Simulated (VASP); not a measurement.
# WS2 (P6_3/mmc) in VASP: further runs

The runs below take WS2 through single point, with PBEsol.

Everything below comes from runs of VASP 6.6.1. Logs are shortened: lines on timing, memory, paths and dates and some standing lists are left out, and cuts for length are marked.

### 1 The cell of the first run

It takes space group P6_3/mmc (No. 194, hexagonal). The conventional cell has a = 3.115 Å, b = 3.115 Å, c = 12.770 Å, α = 90.00°, β = 90.00°, γ = 120.00°. W (site symmetry -6m2) has 6 S at 2.39 Å and 6 W at 3.11 Å within 3.2 Å. S (site symmetry 3m) has 3 W at 2.39 Å and 7 S at 3.11 to 3.15 Å within 3.2 Å.

### 2 Single point, PBEsol (in-plane strain -0.01)

INCAR

```
  PREC = Accurate
  ENCUT = 500
  EDIFF = 1E-6
  ISMEAR = 0
  SIGMA = 0.01
  LREAL = False
  LASPH = True
  NELM = 120
  ALGO = Normal
  ISIF = 2
  LWAVE = False
  LCHARG = False
  GGA = PS
  NBANDS = 35
  GGA_COMPAT = False
```

KPOINTS

```
Automatic mesh
0
Gamma
  8 8 2
```

POSCAR

```
WS2
1.0
    3.1147084595      0.0000000000      0.0000000000
   -1.5573542297      2.6974166513      0.0000000000
    0.0000000000      0.0000000000     12.7696342566
W S
2 4
Direct
    0.3333333333      0.6666666667      0.2500000000
    0.6666666667      0.3333333333      0.7500000000
    0.3333333333      0.6666666667      0.6265002607
    0.6666666667      0.3333333333      0.1265002607
    0.3333333333      0.6666666667      0.8734997393
    0.6666666667      0.3333333333      0.3734997393
```

Potentials or basis: VASP PAW PBE potentials, release 64 (W_sv, S).

The run is started by

```sh
$ cat potpaw_PBE.64/W_sv/POTCAR potpaw_PBE.64/S/POTCAR > POTCAR
$ mpirun -np 1 vasp_std > vasp.out
```

OUTCAR:

```text
PREC = Accurate
   ENCUT = 500
   EDIFF = 1E-6
   ISMEAR = 0
   LREAL = False
   LASPH = True
   NELM = 120
   ISIF = 2
   GGA = PS

 ion  position               nearest neighbor table
   1  0.333  0.667  0.250-   4 2.39   6 2.39   4 2.39   6 2.39   4 2.39   6 2.39
   2  0.667  0.333  0.750-   3 2.39   5 2.39   3 2.39   5 2.39   3 2.39   5 2.39
   3  0.333  0.667  0.627-   2 2.39   2 2.39   2 2.39
   4  0.667  0.333  0.127-   1 2.39   1 2.39   1 2.39
   5  0.333  0.667  0.873-   2 2.39   2 2.39   2 2.39
   6  0.667  0.333  0.373-   1 2.39   1 2.39   1 2.39

  LATTYP: Found a hexagonal cell.
 ALAT       =     3.1147084595
 C/A-ratio  =     4.0997847544

  Lattice vectors:

 A1 = (   3.1147084595,   0.0000000000,   0.0000000000)
 A2 = (  -1.5573542297,   2.6974166513,   0.0000000000)
 A3 = (   0.0000000000,   0.0000000000,  12.7696342566)

Analysis of symmetry for initial positions (statically):
=====================================================================
 Subroutine PRICEL returns:
 Original cell was already a primitive cell.

 Routine SETGRP: Setting up the symmetry group for a
 hexagonal supercell.

 Subroutine GETGRP returns: Found 24 space group operations
 (whereof 12 operations were pure point group operations)
 out of a pool of 24 trial point group operations.

The static configuration has the point symmetry D_3d.
 The point group associated with its full space group is D_6h.

Analysis of symmetry for dynamics (positions and initial velocities):
=====================================================================
 Subroutine PRICEL returns:
 Original cell was already a primitive cell.

 Routine SETGRP: Setting up the symmetry group for a
 hexagonal supercell.

 Subroutine GETGRP returns: Found 24 space group operations
 (whereof 12 operations were pure point group operations)
 out of a pool of 24 trial point group operations.

The dynamic configuration has the point symmetry D_3d.
 The point group associated with its full space group is D_6h.

 Subroutine INISYM returns: Found 24 space group operations
 (whereof 12 operations are pure point group operations),
 and found     1 'primitive' translations

----------------------------------------------------------------------------------------

                                     Primitive cell

  volume of cell :     107.2862

  direct lattice vectors                    reciprocal lattice vectors
     3.114708460  0.000000000  0.000000000     0.321057336  0.185362539  0.000000000
    -1.557354230  2.697416651  0.000000000     0.000000000  0.370725079  0.000000000
     0.000000000  0.000000000 12.769634257     0.000000000  0.000000000  0.078310779

  length of vectors
     3.114708460  3.114708459 12.769634257     0.370725079  0.370725079  0.078310779

  position of ions in fractional coordinates (direct lattice)
     0.333333333  0.666666667  0.250000000
     0.666666667  0.333333333  0.750000000
     0.333333333  0.666666667  0.626500261
     0.666666667  0.333333333  0.126500261
     0.333333333  0.666666667  0.873499739
     0.666666667  0.333333333  0.373499739

  ion indices of the primitive-cell ions
   primitive index   ion index
                 1           1
                 2           2
                 3           3
                 4           4
                 5           5
                 6           6

----------------------------------------------------------------------------------------

 KPOINTS: Automatic mesh

Automatic generation of k-mesh.
 Grid dimensions read from file:
 generate k-points for:    8    8    2

 Generating k-lattice:

  Cartesian coordinates                     Fractional coordinates (reciprocal lattice)
     0.040132167  0.023170317  0.000000000     0.125000000  0.000000000  0.000000000
     0.000000000  0.046340635  0.000000000     0.000000000  0.125000000  0.000000000
     0.000000000  0.000000000  0.039155389     0.000000000  0.000000000  0.500000000

  Length of vectors
     0.046340635  0.046340635  0.039155389

  Shift w.r.t. Gamma in fractional coordinates (k-lattice)
     0.000000000  0.000000000  0.000000000

 Subroutine IBZKPT returns following result:
 ===========================================

 Found     20 irreducible k-points:

 Following reciprocal coordinates:
            Coordinates               Weight
  0.000000  0.000000  0.000000      1.000000
  0.125000  0.000000  0.000000      6.000000
  0.250000  0.000000  0.000000      6.000000
  0.375000  0.000000  0.000000      6.000000
  0.500000  0.000000  0.000000      3.000000
  0.125000  0.125000  0.000000      6.000000
[... 12 lines left out ...]
  0.250000  0.250000  0.500000      6.000000
  0.375000  0.250000  0.500000      6.000000
   k-points           NKPTS =     20   k-points in BZ     NKDIM =     20   number of bands    NBANDS=     35
   number of dos      NEDOS =    301   number of ions     NIONS =      6
   total plane-waves  NPLWV =  55296
   dimension x,y,z NGX =    24 NGY =   24 NGZ =   96
   dimension x,y,z NGXF=    48 NGYF=   48 NGZF=  192
   ions per type =               2   4
   NGX,Y,Z   is equivalent  to a cutoff of  12.81, 12.81, 12.50 a.u.
   NGXF,Y,Z  is equivalent  to a cutoff of  25.62, 25.62, 25.00 a.u.
 SYSTEM =  unknown system
   PREC   = accura    normal or accurate (medium, high low for compatibility)
   ISTART =      0    job   : 0-new  1-cont  2-samecut
   ICHARG =      2    charge: 1-file 2-atom 10-const
   ISPIN  =      1    spin polarized calculation?
   LNONCOLLINEAR =      F non collinear calculations
   LSORBIT =      F    spin-orbit coupling
   LASPH  =      T    aspherical Exc in radial PAW
   ENCUT  =  500.0 eV  36.75 Ry    6.06 a.u.   5.68  5.68 23.28*2*pi/ulx,y,z
   NELM   =    120;   NELMIN=  2; NELMDL= -5     # of ELM steps
   EDIFF  = 0.1E-05   stopping-criterion for ELM
   LREAL  =      F    real-space projection
   EDIFFG = 0.1E-04   stopping-criterion for IOM
   NSW    =      0    number of steps for IOM
   IBRION =     -1    ionic relax: 0-MD 1-quasi-New 2-CG
   NFREE  =      0    steps in history (QN), initial steepest desc. (CG)
   ISIF   =      2    stress and relaxation
   ISYM   =      2    0-nonsym 1-usesym 2-fastsym
   POTIM  = 0.5000    time-step for ionic-motion
   TEBEG  =    0.0;   TEEND  =   0.0 temperature during run
   PSTRESS=    0.0 pullay stress
   NELECT =      52.0000    total number of electrons
   NUPDOWN=      -1.0000    fix difference up-down
   EMIN   =  10.00;   EMAX   =-10.00  energy-range for DOS
   EFERMI =   0.00;   METHOD = LEGACY
   ISMEAR =     0;   SIGMA  =   0.01  broadening in eV -4-tet -1-fermi 0-gaus
   EFERMI_NEDOS =   21; number of points for ismear=-14 and -15
   IALGO  =     38    algorithm
   IMIX   =      4    mixing-type and parameters
     AMIX     =   0.40;   BMIX     =  1.00
     AMIX_MAG =   1.60;   BMIX_MAG =  1.00
  volume/ion in A,a.u.               =      17.88       120.67
  Fermi-wavevector in a.u.,A,eV,Ry     =   1.285962  2.430115 22.499915  1.653697
  Thomas-Fermi vector in A             =   2.418065
   LORBIT       =      0    0 simple, 1 ext, 2 COOP (PROOUT), +10 PAW based schemes
   GGA     = PS    functional components
   LHFCALC =     F    Hartree Fock is set to
   AEXX    =    0.0000 exact exchange contribution
   IVDW    =     0    specifies the selected vdW correction
   LEPSILON=     F    determine dielectric tensor
   LRPA    =     F    only Hartree local field effects (RPA)
 non-spin polarized calculation
 Gauss-broadening in eV      SIGMA  =   0.01
  energy-cutoff  :      500.00
  volume of cell :      107.29
 maximum number of plane-waves:      2746
 NGX is ok and might be reduce to    24
   NGX = 11   NGY = 11   NGZ = 47

 number of electron      51.9999990 magnetization

 Free energy of the ion-electron system (eV)
  ---------------------------------------------------
  ext. energy  EPLUGINS =         0.00000000
  ---------------------------------------------------
  free energy    TOTEN  =       -50.53097599 eV

  energy without entropy =      -50.53097599  energy(sigma->0) =      -50.53097599

 E-fermi :   7.1142     XC(G=0): -11.0079

 val. band max:        7.0269900124   @ k =   0.0000   0.0000   0.0000
 cond. band min:       8.3582250181   @ k =   0.2500   0.1250   0.0000
 fundamental gap:      1.3312350057
 Fermi energy:         7.1142037791

 k-point     1 :       0.0000    0.0000    0.0000
  band No.  band energies     occupation
      1     -67.2458      2.00000
      2     -67.2458      2.00000
      3     -31.5508      2.00000
      4     -31.5508      2.00000
      5     -31.3179      2.00000
      6     -31.3179      2.00000
[... 27 lines left out ...]
     34       9.8849      0.00000
     35      12.1782      0.00000

 k-point     2 :       0.1250    0.0000    0.0000
  band No.  band energies     occupation
      1     -67.2424      2.00000
      2     -67.2424      2.00000
      3     -31.5393      2.00000
      4     -31.5393      2.00000
      5     -31.3812      2.00000
      6     -31.3812      2.00000
[... 27 lines left out ...]
     34      10.1835      0.00000
     35      13.2771      0.00000

 k-point     3 :       0.2500    0.0000    0.0000
  band No.  band energies     occupation
      1     -67.2343      2.00000
      2     -67.2342      2.00000
      3     -31.5313      2.00000
      4     -31.5313      2.00000
      5     -31.5114      2.00000
      6     -31.5113      2.00000
[... 27 lines left out ...]
     34      11.0247      0.00000
     35      13.9831      0.00000

 k-point     4 :       0.3750    0.0000    0.0000
  band No.  band energies     occupation
      1     -67.2261      2.00000
      2     -67.2261      2.00000
      3     -31.6777      2.00000
      4     -31.6777      2.00000
      5     -31.4832      2.00000
      6     -31.4832      2.00000
[... 27 lines left out ...]
     34      11.5450      0.00000
     35      12.6068      0.00000

 k-point     5 :       0.5000    0.0000    0.0000
  band No.  band energies     occupation
      1     -67.2227      2.00000
      2     -67.2227      2.00000
      3     -31.7374      2.00000
      4     -31.7374      2.00000
      5     -31.4716      2.00000
      6     -31.4716      2.00000
[... 486 lines left out ...]
 k-point    18 :       0.3750    0.1250    0.5000
  band No.  band energies     occupation
      1     -67.2227      2.00000
      2     -67.2227      2.00000
      3     -31.7051      2.00000
      4     -31.7051      2.00000
      5     -31.4716      2.00000
      6     -31.4716      2.00000
[... 27 lines left out ...]
     34      11.3374      0.00000
     35      12.6781      0.00000

 k-point    19 :       0.2500    0.2500    0.5000
  band No.  band energies     occupation
      1     -67.2227      2.00000
      2     -67.2227      2.00000
      3     -31.6603      2.00000
      4     -31.6603      2.00000
      5     -31.4971      2.00000
      6     -31.4971      2.00000
[... 27 lines left out ...]
     34      11.9752      0.00000
     35      13.6258      0.00000

 k-point    20 :       0.3750    0.2500    0.5000
  band No.  band energies     occupation
      1     -67.2203      2.00000
      2     -67.2203      2.00000
      3     -31.6648      2.00000
      4     -31.6648      2.00000
      5     -31.5460      2.00000
      6     -31.5460      2.00000
[... 27 lines left out ...]
     34      12.1322      0.00000
     35      13.1906      0.00000

------------------------ aborting loop because EDIFF is reached ----------------------------------------

  FORCE on cell =-STRESS in cart. coord.  units (eV):
  Direction    XX          YY          ZZ          XY          YZ          ZX
  --------------------------------------------------------------------------------------
  -------------------------------------------------------------------------------------
  Total        2.2065080      2.2065080      0.3684873      0.0000000     -0.0000000      0.0000000
  in kB       32.9512720     32.9512720      5.5028695      0.0000000     -0.0000000      0.0000000
  external PRESSURE =      23.8018045 kB  Pullay stress =       0.0000000 kB

 VOLUME and BASIS-vectors are now :
 -----------------------------------------------------------------------------
  energy-cutoff  :      500.00
  volume of cell :      107.29
      direct lattice vectors                 reciprocal lattice vectors
     3.114708460  0.000000000  0.000000000     0.321057336  0.185362539  0.000000000
    -1.557354230  2.697416651  0.000000000     0.000000000  0.370725079  0.000000000
     0.000000000  0.000000000 12.769634257     0.000000000  0.000000000  0.078310779

 POSITION                                       TOTAL-FORCE (eV/Angst)
 -----------------------------------------------------------------------------------
     -0.00000      1.79828      3.19241         0.000000     -0.000000      0.000000
      1.55735      0.89914      9.57723        -0.000000      0.000000      0.000000
     -0.00000      1.79828      8.00018        -0.000000      0.000000     -0.068344
      1.55735      0.89914      1.61536         0.000000     -0.000000     -0.068344
     -0.00000      1.79828     11.15427        -0.000000      0.000000      0.068344
      1.55735      0.89914      4.76946         0.000000     -0.000000      0.068344
 -----------------------------------------------------------------------------------
    total drift:                               -0.000000      0.000000     -0.000000

  FREE ENERGIE OF THE ION-ELECTRON SYSTEM (eV)
  ---------------------------------------------------
  free  energy   TOTEN  =       -50.5309759926 eV

  energy  without entropy=      -50.5309759926  energy(sigma->0) =      -50.53097599
```

It took 60 s on 1 thread of Intel Xeon Platinum 8488C (Sapphire Rapids), shared host; peak memory 0.24 GiB.

Results:

* Free energy: -50.5310 eV
* Pressure: 2.4 GPa
* Largest force: 0.068 eV/Å
* Band gap on the k mesh: 1.33 eV (least direct gap 2.44 eV)

Forces in eV/Å, atoms in the order of the input:
```
W    0.000  0.000  0.000
W    0.000  0.000  0.000
S    0.000  0.000 -0.068
S    0.000  0.000 -0.068
S    0.000  0.000  0.068
S    0.000  0.000  0.068
```

Stress tensor (GPa, compression positive):
```
3.30 0.00 0.00
0.00 3.30 0.00
0.00 0.00 0.55
```

Levels at points of the mesh, in eV from the valence-band top:
```
           k point  band 24  band 25  band 26  band 27  band 28  band 29
(0.00, 0.00, 0.00)    -1.67    -1.16     0.00     2.65     2.65     2.66
(0.50, 0.00, 0.00)    -1.48    -1.45    -1.38     2.74     2.77     2.90
(0.00, 0.00, 0.50)    -1.90    -0.34    -0.34     2.65     2.65     2.65
(0.50, 0.00, 0.50)    -1.52    -1.43    -1.43     2.75     2.75     3.09
```

Caveat: the cell differs from its parent crystal (in-plane strain -0.01); the PAW data sets were made with another functional, which shifts forces and pressure a little; spin-orbit coupling is left out, which moves the levels of the heavy elements; this functional lacks dispersion, which binds layers or chains, so the pressure and a relaxed spacing across them are unreliable. A k mesh can miss the band edges.

### 3 Single point, PBEsol (in-plane strain -0.005, then relaxed in part)

INCAR

```
ALGO = Normal
EDIFF = 1E-6
ENCUT = 500
GGA = PS
GGA_COMPAT = False
ISIF = 2
ISMEAR = 0
LASPH = True
LCHARG = True
LELF = True
LREAL = False
LVHAR = True
LWAVE = False
NBANDS = 35
NELM = 120
PREC = Accurate
SIGMA = 0.01
```

KPOINTS

```
k-points
0
Gamma
  8 8 2
```

POSCAR

```
WS2
1.0
    3.1304393103      0.0000000000      0.0000000000
   -1.5652196551      2.7110399677      0.0000000000
    0.0000000000      0.0000000000     12.7258969971
W S
2 4
Direct
    0.3333333333      0.6666666667      0.2500000000
    0.6666666667      0.3333333333      0.7500000000
    0.3333333333      0.6666666667      0.6263631534
    0.6666666667      0.3333333333      0.1263631534
    0.3333333333      0.6666666667      0.8736368466
    0.6666666667      0.3333333333      0.3736368466
```

Potentials or basis: VASP PAW PBE potentials, release 64 (W_sv, S).

The run is started by

```sh
$ cat potpaw_PBE.64/W_sv/POTCAR potpaw_PBE.64/S/POTCAR > POTCAR
$ mpirun -np 1 vasp_std > vasp.out
```

Run time: 73 s. Hardware: 1 thread of Intel Xeon Platinum 8488C (Sapphire Rapids), shared host; peak memory 0.25 GiB.

The run converged. Its results:

```yaml
Free_energy: -50.5474 eV
Pressure: 1.1 GPa
Largest_force: 0.021 eV/Å
Band_gap_on_the_k_mesh: 1.30 eV (least direct gap 2.38 eV)
```

Forces on the atoms (eV/Å):
```
W    0.000  0.000  0.000
W    0.000  0.000  0.000
S    0.000  0.000 -0.021
S    0.000  0.000 -0.021
S    0.000  0.000  0.021
S    0.000  0.000  0.021
```

Stress tensor (GPa, compression positive):
```
1.59 0.00 0.00
0.00 1.59 0.00
0.00 0.00 0.14
```

Levels at points of the mesh, in eV from the valence-band top:
```
           k point  band 23  band 24  band 25  band 26  band 27  band 28  band 29  band 30
(0.00, 0.00, 0.00)    -1.97    -1.65    -1.14     0.00     2.56     2.56     2.56     2.56
(0.50, 0.00, 0.00)    -1.68    -1.54    -1.53    -1.41     2.61     2.64     2.83     3.13
(0.00, 0.00, 0.50)    -1.99    -1.99    -0.34    -0.34     2.56     2.56     2.56     2.56
(0.50, 0.00, 0.50)    -1.61    -1.61    -1.46    -1.46     2.62     2.62     3.00     3.00
```

Caveat: the cell differs from its parent crystal (in-plane strain -0.005, then relaxed in part); the PAW data sets were made with another functional, which shifts forces and pressure a little; spin-orbit coupling is left out, which moves the levels of the heavy elements; this functional lacks dispersion, which binds layers or chains, so the pressure and a relaxed spacing across them are unreliable.

### 4 Single point, PBEsol (in-plane strain -0.005)

INCAR

```
SYSTEM = WS2
ALGO = Normal
EDIFF = 1E-6
ENCUT = 500
GGA = PS
GGA_COMPAT = .False.
ISIF = 2
ISMEAR = 0
LASPH = .True.
LCHARG = .True.
LELF = .True.
LREAL = .False.
LVHAR = .True.
LWAVE = .False.
NBANDS = 35
NELM = 120
PREC = Accurate
SIGMA = 0.01
```

KPOINTS

```
k-points
0
Gamma
  8 8 2
  0 0 0
```

POSCAR

```
WS2
1.0
    3.1304393103      0.0000000000      0.0000000000
   -1.5652196551      2.7110399677      0.0000000000
    0.0000000000      0.0000000000     12.7315538363
W S
2 4
Direct
    0.3333333333      0.6666666667      0.2500000000
    0.6666666667      0.3333333333      0.7500000000
    0.3333333333      0.6666666667      0.6265002607
    0.6666666667      0.3333333333      0.1265002607
    0.3333333333      0.6666666667      0.8734997393
    0.6666666667      0.3333333333      0.3734997393
```

The run is started by

```sh
$ cat potpaw_PBE.64/W_sv/POTCAR potpaw_PBE.64/S/POTCAR > POTCAR
$ mpirun -np 1 vasp_std > vasp.out
```

It took 68 s on 1 thread of Intel Xeon Platinum 8488C (Sapphire Rapids), shared host; peak memory 0.24 GiB.

It converged, with:

```
Free energy            : -50.5473 eV
Pressure               : 1.2 GPa
Largest force          : 0.043 eV/Å
Band gap on the k mesh : 1.30 eV (least direct gap 2.38 eV)
```

Forces on the atoms (eV/Å):
```
W    0.000  0.000  0.000
W    0.000  0.000  0.000
S    0.000  0.000 -0.043
S    0.000  0.000 -0.043
S    0.000  0.000  0.043
S    0.000  0.000  0.043
```

Stress tensor (GPa, compression positive):
```
1.67 0.00 0.00
0.00 1.67 0.00
0.00 0.00 0.33
```

Levels at points of the mesh, in eV from the valence-band top:
| k point | band 23 | band 24 | band 25 | band 26 | band 27 | band 28 | band 29 | band 30 |
| --- | --- | --- | --- | --- | --- | --- | --- | --- |
| (0.00, 0.00, 0.00) | -1.98 | -1.66 | -1.14 | 0.00 | 2.56 | 2.56 | 2.56 | 2.56 |
| (0.50, 0.00, 0.00) | -1.68 | -1.55 | -1.53 | -1.42 | 2.60 | 2.63 | 2.83 | 3.13 |
| (0.00, 0.00, 0.50) | -1.99 | -1.99 | -0.34 | -0.34 | 2.55 | 2.55 | 2.55 | 2.55 |
| (0.50, 0.00, 0.50) | -1.62 | -1.62 | -1.46 | -1.46 | 2.62 | 2.62 | 3.00 | 3.00 |

Caveat: the cell differs from its parent crystal (in-plane strain -0.005); the PAW data sets were made with another functional, which shifts forces and pressure a little; spin-orbit coupling is left out, which moves the levels of the heavy elements; this functional lacks dispersion, which binds layers or chains, so the pressure and a relaxed spacing across them are unreliable. A k mesh can miss the band edges.

(Part 1 of 2 ends here.)
